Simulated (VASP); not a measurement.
# SiC2: single point with PBE

SiC2:

```
CELL_PARAMETERS angstrom
2.70481 0.00000 0.00000
-1.35240 2.34243 0.00000
0.00000 0.00000 7.86368
ATOMIC_POSITIONS crystal
Si 0.66667 0.33333 0.34593
Si 0.66667 0.33333 0.65407
C 0.33333 0.66667 0.87549
C 0.33333 0.66667 0.12451
C 0.33333 0.66667 0.50000
C 0.66667 0.33333 0.00000
```

| Item | Value |
| --- | --- |
| Program | VASP 6.6.1 |
| Task | single point |
| Functional | PBE |
| Potentials or basis | VASP PAW PBE potentials, release 64 (Si, C) |
| Cutoff | 520 eV |
| k mesh | 18 × 18 × 6 |
| Occupations | gaussian, width 0.1 eV |
| Spin | no spin polarisation |
| Dipole correction | no |
| Further INCAR settings | ALGO = Normal; EDIFF = 1e-06; NBANDS = 21 |

The pressure is 0.1 GPa and the largest force is 0.009 eV/Å. The band gap on the k mesh is zero (bands 12 and 13 overlap by 4.83 eV).

Forces on the atoms (eV/Å):
```
Si   0.000  0.000  0.009
Si   0.000  0.000 -0.009
C    0.000  0.000 -0.008
C    0.000  0.000  0.008
C    0.000  0.000  0.000
C    0.000  0.000  0.000
```

Stress tensor (GPa, compression positive):
```
0.08 0.00 0.00
0.00 0.08 0.00
0.00 0.00 0.21
```

Levels at points of the mesh, in eV from the Fermi level:
```csv
k point,band 10,band 11,band 12,band 13,band 14,band 15
"(0.00, 0.00, 0.00)",0.08,1.12,2.17,2.17,2.97,4.03
"(0.50, 0.00, 0.00)",-2.94,-2.57,-2.12,0.27,1.80,2.24
"(0.00, 0.00, 0.50)",0.04,2.26,2.26,2.76,3.57,3.99
"(0.50, 0.00, 0.50)",-3.10,-2.64,-0.41,0.48,0.81,1.73
```

Wall time 94 s on 1 thread of Intel Xeon 8259CL, with other jobs on the host, peak memory 0.24 GiB.
